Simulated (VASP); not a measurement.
# Mg3CdTe4 (P-4m2) in VASP: further runs

The runs below take Mg3CdTe4 through single point, with PBE.

Program: VASP 6.6.1. These are calculated values, not measurements. Logs are shortened: lines on timing, memory, paths and dates and some standing lists are left out, and cuts for length are marked.

### Step 1. The cell of the first run

It takes space group P-4m2 (No. 115, tetragonal). The conventional cell has a = 4.537 Å, b = 4.537 Å, c = 12.756 Å, α = 90.00°, β = 90.00°, γ = 90.00°. Within 3.6 Å of Mg (site symmetry 2mm) lie 4 Te at 2.76 Å. Within 3.6 Å of Mg (site symmetry -4m2) lie 4 Te at 2.76 Å. Within 3.7 Å of Cd (site symmetry -4m2) lie 4 Te at 2.81 Å. Within 3.6 Å of Te (site symmetry 2mm) lie 4 Mg at 2.76 Å. Within 3.6 Å of Te (site symmetry 2mm) lie 2 Mg at 2.76 Å and 2 Cd at 2.81 Å.

### Step 2. Single point, PBE (volume scaled by 0.94, then relaxed in part)

Input file INCAR:

```
PREC = Accurate
ENCUT = 520
EDIFF = 1E-6
ISMEAR = 0
SIGMA = 0.02
LREAL = False
LASPH = True
NELM = 60
ALGO = Normal
ISIF = 2
LWAVE = False
LCHARG = True
GGA = PE
LELF = True
LVHAR = True
NBANDS = 31
```

Input file KPOINTS:

```
Automatic mesh
0
Gamma
  6 6 2
```

Input file POSCAR:

```
Mg3CdTe4
1.0
    4.5368970986      0.0000000000      0.0000000000
    0.0000000000      4.5368970986      0.0000000000
    0.0000000000      0.0000000000     12.7556809255
Mg Cd Te
3 1 4
Direct
    0.5000000000      0.5000000000      0.2525576300
    0.0000000000      0.0000000000      0.5000000000
    0.5000000000      0.5000000000      0.7474423700
    0.0000000000      0.0000000000      0.0000000000
    0.5000000000      0.0000000000      0.3762502098
    0.0000000000      0.5000000000      0.6237497902
    0.5000000000      0.0000000000      0.8703183554
    0.0000000000      0.5000000000      0.1296816446
```

Potentials or basis: VASP PAW PBE potentials, release 64 (Mg, Cd, Te).

Launch:

```
$ cat potpaw_PBE.64/Mg/POTCAR potpaw_PBE.64/Cd/POTCAR potpaw_PBE.64/Te/POTCAR > POTCAR
$ mpirun -np 1 vasp_std > vasp.out
```

OUTCAR:

```text
PREC = Accurate
   ENCUT = 520
   EDIFF = 1E-6
   ISMEAR = 0
   LREAL = False
   LASPH = True
   NELM = 60
   ISIF = 2
   GGA = PE

 ion  position               nearest neighbor table
   1  0.500  0.500  0.253-   8 2.76   8 2.76   5 2.76   5 2.76
   2  0.000  0.000  0.500-   5 2.76   6 2.76   6 2.76   5 2.76
   3  0.500  0.500  0.747-   7 2.76   7 2.76   6 2.76   6 2.76
   4  0.000  0.000  0.000-   7 2.81   8 2.81   8 2.81   7 2.81
   5  0.500  0.000  0.376-   1 2.76   1 2.76   2 2.76   2 2.76
   6  0.000  0.500  0.624-   3 2.76   3 2.76   2 2.76   2 2.76
   7  0.500  0.000  0.870-   3 2.76   3 2.76   4 2.81   4 2.81
   8  0.000  0.500  0.130-   1 2.76   1 2.76   4 2.81   4 2.81

  LATTYP: Found a simple tetragonal cell.
 ALAT       =     4.5368970986
 C/A-ratio  =     2.8115429220

  Lattice vectors:

 A1 = (   4.5368970986,   0.0000000000,   0.0000000000)
 A2 = (   0.0000000000,   4.5368970986,   0.0000000000)
 A3 = (   0.0000000000,   0.0000000000,  12.7556809255)

Analysis of symmetry for initial positions (statically):
=====================================================================
 Subroutine PRICEL returns:
 Original cell was already a primitive cell.

 Routine SETGRP: Setting up the symmetry group for a
 simple tetragonal supercell.

 Subroutine GETGRP returns: Found  8 space group operations
 (whereof  8 operations were pure point group operations)
 out of a pool of 16 trial point group operations.

The static configuration has the point symmetry D_2d.

Analysis of symmetry for dynamics (positions and initial velocities):
=====================================================================
 Subroutine PRICEL returns:
 Original cell was already a primitive cell.

 Routine SETGRP: Setting up the symmetry group for a
 simple tetragonal supercell.

 Subroutine GETGRP returns: Found  8 space group operations
 (whereof  8 operations were pure point group operations)
 out of a pool of 16 trial point group operations.

The dynamic configuration has the point symmetry D_2d.

 Subroutine INISYM returns: Found  8 space group operations
 (whereof  8 operations are pure point group operations),
 and found     1 'primitive' translations

[... 102 lines left out ...]
   LREAL  =      F    real-space projection
   EDIFFG = 0.1E-04   stopping-criterion for IOM
   NSW    =      0    number of steps for IOM
   IBRION =     -1    ionic relax: 0-MD 1-quasi-New 2-CG
   NFREE  =      0    steps in history (QN), initial steepest desc. (CG)
   ISIF   =      2    stress and relaxation
   ISYM   =      2    0-nonsym 1-usesym 2-fastsym
   POTIM  = 0.5000    time-step for ionic-motion
   TEBEG  =    0.0;   TEEND  =   0.0 temperature during run
   PSTRESS=    0.0 pullay stress
   NELECT =      42.0000    total number of electrons
   NUPDOWN=      -1.0000    fix difference up-down
   EMIN   =  10.00;   EMAX   =-10.00  energy-range for DOS
   EFERMI =   0.00;   METHOD = LEGACY
   ISMEAR =     0;   SIGMA  =   0.02  broadening in eV -4-tet -1-fermi 0-gaus
   EFERMI_NEDOS =   21; number of points for ismear=-14 and -15
   IALGO  =     38    algorithm
   IMIX   =      4    mixing-type and parameters
     AMIX     =   0.40;   BMIX     =  1.00
     AMIX_MAG =   1.60;   BMIX_MAG =  1.00
  volume/ion in A,a.u.               =      32.82       221.48
  Fermi-wavevector in a.u.,A,eV,Ry     =   0.888691  1.679382 10.745495  0.789772
  Thomas-Fermi vector in A             =   2.010154
   LORBIT       =      0    0 simple, 1 ext, 2 COOP (PROOUT), +10 PAW based schemes
   GGA     = PE    functional components
   LHFCALC =     F    Hartree Fock is set to
   AEXX    =    0.0000 exact exchange contribution
   IVDW    =     0    specifies the selected vdW correction
   LEPSILON=     F    determine dielectric tensor
   LRPA    =     F    only Hartree local field effects (RPA)
 non-spin polarized calculation
 Gauss-broadening in eV      SIGMA  =   0.02
  energy-cutoff  :      520.00
  volume of cell :      262.56
 maximum number of plane-waves:      7096
 NGX is ok and might be reduce to    36
   NGX = 17   NGY = 17   NGZ = 47

 number of electron      42.0000006 magnetization

 Free energy of the ion-electron system (eV)
  ---------------------------------------------------
  ext. energy  EPLUGINS =         0.00000000
  ---------------------------------------------------
  free energy    TOTEN  =       -23.88791928 eV

  energy without entropy =      -23.88791928  energy(sigma->0) =      -23.88791928

 E-fermi :   2.3844     XC(G=0):  -8.1479

 val. band max:        2.2482690026   @ k =   0.0000   0.0000   0.0000
 cond. band min:       4.2563072069   @ k =   0.0000   0.0000   0.0000
 fundamental gap:      2.0080382043
 Fermi energy:         2.3843558634

 k-point     1 :       0.0000    0.0000    0.0000
  band No.  band energies     occupation
      1      -8.3343      2.00000
      2      -8.0332      2.00000
      3      -7.9235      2.00000
      4      -7.5129      2.00000
      5      -5.5521      2.00000
      6      -5.5521      2.00000
[... 669 lines left out ...]
     30       9.9944      0.00000
     31       9.9947      0.00000

------------------------ aborting loop because EDIFF is reached ----------------------------------------

  FORCE on cell =-STRESS in cart. coord.  units (eV):
  Direction    XX          YY          ZZ          XY          YZ          ZX
  --------------------------------------------------------------------------------------
  -------------------------------------------------------------------------------------
  Total        3.9966817      3.9966817      3.9907115      0.0000000      0.0000000      0.0000000
  in kB       24.3886993     24.3886993     24.3522679      0.0000000      0.0000000      0.0000000
  external PRESSURE =      24.3765555 kB  Pullay stress =       0.0000000 kB

 VOLUME and BASIS-vectors are now :
 -----------------------------------------------------------------------------
  energy-cutoff  :      520.00
  volume of cell :      262.56
      direct lattice vectors                 reciprocal lattice vectors
     4.536897099  0.000000000  0.000000000     0.220414962  0.000000000  0.000000000
     0.000000000  4.536897099  0.000000000     0.000000000  0.220414962  0.000000000
     0.000000000  0.000000000 12.755680926     0.000000000  0.000000000  0.078396442

 POSITION                                       TOTAL-FORCE (eV/Angst)
 -----------------------------------------------------------------------------------
      2.26845      2.26845      3.22154         0.000000      0.000000      0.000063
      0.00000      0.00000      6.37784        -0.000000     -0.000000      0.000000
      2.26845      2.26845      9.53414        -0.000000     -0.000000     -0.000063
      0.00000      0.00000      0.00000        -0.000000      0.000000      0.000000
      2.26845      0.00000      4.79933        -0.000000      0.000000      0.000004
      0.00000      2.26845      7.95635        -0.000000      0.000000     -0.000004
      2.26845      0.00000     11.10150        -0.000000      0.000000     -0.018591
      0.00000      2.26845      1.65418        -0.000000      0.000000      0.018591
 -----------------------------------------------------------------------------------
    total drift:                                0.000000     -0.000000     -0.000000

  FREE ENERGIE OF THE ION-ELECTRON SYSTEM (eV)
  ---------------------------------------------------
  free  energy   TOTEN  =       -23.8879192836 eV

  energy  without entropy=      -23.8879192836  energy(sigma->0) =      -23.88791928
```

OSZICAR:

```text
N       E                     dE             d eps       ncg     rms          rms(c)
DAV:   1     0.199988180866E+03    0.19999E+03   -0.15700E+04  1240   0.108E+03
DAV:   2    -0.101874454171E+02   -0.21018E+03   -0.20257E+03  1559   0.203E+02
DAV:   3    -0.244454946439E+02   -0.14258E+02   -0.14208E+02  1487   0.533E+01
DAV:   4    -0.247103777115E+02   -0.26488E+00   -0.26482E+00  1627   0.749E+00
DAV:   5    -0.247142042738E+02   -0.38266E-02   -0.38265E-02  1539   0.956E-01    0.732E+00
DAV:   6    -0.239612480972E+02    0.75296E+00   -0.13102E+00  1444   0.713E+00    0.568E+00
DAV:   7    -0.238772506253E+02    0.83997E-01   -0.77345E-01  1534   0.340E+00    0.224E+00
DAV:   8    -0.238866145047E+02   -0.93639E-02   -0.48576E-02  1359   0.159E+00    0.998E-01
DAV:   9    -0.238875306435E+02   -0.91614E-03   -0.77785E-03  1465   0.538E-01    0.233E-01
DAV:  10    -0.238877180808E+02   -0.18744E-03   -0.25501E-03  1441   0.334E-01    0.929E-02
DAV:  11    -0.238877949702E+02   -0.76889E-04   -0.29438E-04  1486   0.940E-02    0.367E-02
DAV:  12    -0.238878984775E+02   -0.10351E-03   -0.10113E-04  1359   0.406E-02    0.166E-02
DAV:  13    -0.238879170130E+02   -0.18535E-04   -0.27454E-05  1466   0.262E-02    0.532E-03
DAV:  14    -0.238879193763E+02   -0.23633E-05   -0.50262E-06  1345   0.117E-02    0.244E-03
DAV:  15    -0.238879192836E+02    0.92724E-07   -0.25219E-07  1113   0.293E-03
   1 F= -.23887919E+02 E0= -.23887919E+02  d E =-.244746E-23
```

stdout:

```text
POSCAR found type information on POSCAR MgCdTe
 POSCAR found :  3 types and       8 ions
 scaLAPACK will be used
 LDA part: xc-table for (Slater+PW92), standard interpolation
 POSCAR, INCAR and KPOINTS ok, starting setup
 FFT: planning ... GRIDC
 FFT: planning ... GRID_SOFT
 FFT: planning ... GRID
 WAVECAR not read
 entering main loop
```

Run time: 3.3 min. Hardware: 1 thread of Intel Xeon 6975P-C, shared host; peak memory 0.44 GiB.

What came out:

- Free energy: -23.8879 eV
- Pressure: 2.4 GPa
- Largest force: 0.019 eV/Å
- Band gap on the k mesh: 2.01 eV, direct

Forces on the atoms (eV/Å):
```
Mg   0.000  0.000  0.000
Mg   0.000  0.000  0.000
Mg   0.000  0.000  0.000
Cd   0.000  0.000  0.000
Te   0.000  0.000  0.000
Te   0.000  0.000  0.000
Te   0.000  0.000 -0.019
Te   0.000  0.000  0.019
```

Caveat: spin-orbit coupling is left out, which moves the levels of the heavy elements.

(Part 1 of 2 ends here.)
